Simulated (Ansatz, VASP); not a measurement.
# Two plane-wave programs on GaAs

```
Ga As
1.0
     0.00000    2.87286    2.87286
     2.87286    0.00000    2.87286
     2.87286    2.87286    0.00000
Ga As
1 1
Direct
  0.00000 0.00000 0.00000
  0.25000 0.25000 0.25000
```

Alike in both runs: functional PBE; k mesh 16 × 16 × 16; occupations gaussian, width 0.02 eV; no spin polarisation.

Ansatz relaxed the structure, and its values are those at the end. VASP's run is a single point on that final structure, the one shown.

|  | VASP | Ansatz |
| --- | --- | --- |
| version | VASP 6.6.1 | Ansatz 0.2.0 |
| potentials or method | VASP PAW PBE potentials, release 64 (Ga_d, As) | scalar-relativistic, plane waves, PAW |
| plane-wave cutoff (eV) | 500 | 420 |
| valence electrons in the cell | 18 | 28 |

VASP gave:

| Quantity | Value |
| --- | --- |
| gap on the k mesh at the Fermi level (eV) | 0.16 |
| least direct gap on the mesh (eV) | 0.16 |
| pressure (GPa) | 0.1 |

Q: What did Ansatz give for the same quantities?

A: gap on the k mesh at the Fermi level (eV): 0.16; least direct gap on the mesh (eV): 0.16; pressure (GPa): 0.0.

VASP's potentials hold 18 valence electrons a cell and Ansatz's 28, so a difference there can come from the potentials and not from the codes.
